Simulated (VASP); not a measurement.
A run of VASP 6.6.1:

File POSCAR:

```
CaIn2As2
1.0
    4.1721978905      0.0000000000      0.0000000000
   -2.0860989452      3.6132293628      0.0000000000
    0.0000000000      0.0000000000     17.8285390000
In As Ca
4 4 2
Direct
    0.3333333333      0.6666666667      0.1714668902
    0.6666666667      0.3333333333      0.6714668902
    0.3333333333      0.6666666667      0.3285331098
    0.6666666667      0.3333333333      0.8285331098
    0.3333333333      0.6666666667      0.6028037016
    0.6666666667      0.3333333333      0.1028037016
    0.3333333333      0.6666666667      0.8971962984
    0.6666666667      0.3333333333      0.3971962984
    0.0000000000      0.0000000000      0.0000000000
    0.0000000000      0.0000000000      0.5000000000
```

The input INCAR.step1:

```
  PREC = Accurate
  ENCUT = 520
  ISMEAR = 1
  SIGMA = 0.1949
  LREAL = F
  LASPH = T
  NELM = 80
  NBANDS = 57
  GGA = PE
  ALGO = Normal
  EDIFF = 1E-4
  LWAVE = T
  LCHARG = F
```

Contents of INCAR.step2:

```
  PREC = Accurate
  ENCUT = 520
  EDIFF = 1E-6
  ISMEAR = 1
  SIGMA = 0.1949
  LREAL = F
  LASPH = T
  NELM = 80
  ALGO = Normal
  ISIF = 2
  LWAVE = F
  LCHARG = F
  METAGGA = R2SCAN
  LMIXTAU = T
  NBANDS = 57
  ISTART = 1
```

The input KPOINTS:

```
Automatic mesh
0
Gamma
  7 7 2
```

Potentials or basis: VASP PAW PBE potentials, release 64 (In_d, As, Ca_sv).

Command:

```bash
$ cat potpaw_PBE.64/In_d/POTCAR potpaw_PBE.64/As/POTCAR potpaw_PBE.64/Ca_sv/POTCAR > POTCAR
$ cp INCAR.step1 INCAR
$ mpirun -np 1 vasp_std > vasp.out
$ cp INCAR.step2 INCAR
$ mpirun -np 1 vasp_std > vasp.out
```

Hardware: 1 thread of Intel(R) Xeon(R) Platinum 8259CL CPU @ 2.50GHz (Skylake/Cascade Lake) (shared host).

Question: Estimate the wall time of this run.

Answer: Run time: 20 min on 1 thread of Intel(R) Xeon(R) Platinum 8259CL CPU @ 2.50GHz (Skylake/Cascade Lake), on a shared host, peak memory 0.53 GiB. Counts: k points 16.
